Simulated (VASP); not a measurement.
SiO2:

```
CELL_PARAMETERS angstrom
4.31947 0.00000 0.00000
0.00000 4.31947 0.00000
0.00000 0.00000 4.31947
ATOMIC_POSITIONS crystal
Si 0.00000 0.00000 0.00000
Si 0.50000 0.50000 0.50000
O 0.25000 0.25000 0.25000
O 0.25000 0.75000 0.75000
O 0.75000 0.75000 0.25000
O 0.75000 0.25000 0.75000
```

* Program: VASP 6.6.1
* Task: relaxation of cell and atoms
* Functional: PBE
* Potentials or basis: VASP PAW PBE potentials, release 64 (Si, O)
* Cutoff: 600 eV
* k mesh: 4 × 4 × 4
* Occupations: gaussian, width 0.1 eV
* Spin: no spin polarisation

At the start: pressure -44.9 GPa; volume 13.43 Å³/atom.

How do energy, volume and symmetry change on relaxing?

Over 4 steps the energy falls by 856.0 meV/atom and the volume is 9.20 Å³/atom (-31.5 %); space group Pn-3m (No. 224, to 0.1 Å) before and after.

The path:
```
step  energy change (eV)  largest force (eV/Å)  pressure (GPa)  volume (Å³)
   1              0.0000                0.0000          -44.86        80.59
   2             -2.4067                0.0000           95.83        44.21
   3             -5.1323                0.0000           -2.32        55.66
   4             -5.1359                0.0000           -0.22        55.22
```

Final structure:
```
CELL_PARAMETERS angstrom
3.80800 0.00000 0.00000
0.00000 3.80800 0.00000
0.00000 0.00000 3.80800
ATOMIC_POSITIONS crystal
Si 0.00000 0.00000 0.00000
Si 0.50000 0.50000 0.50000
O 0.25000 0.25000 0.25000
O 0.25000 0.75000 0.75000
O 0.75000 0.75000 0.25000
O 0.75000 0.25000 0.75000
```

Caveat: the volume moved by over 15 % at a fixed basis, so the end points are rough.
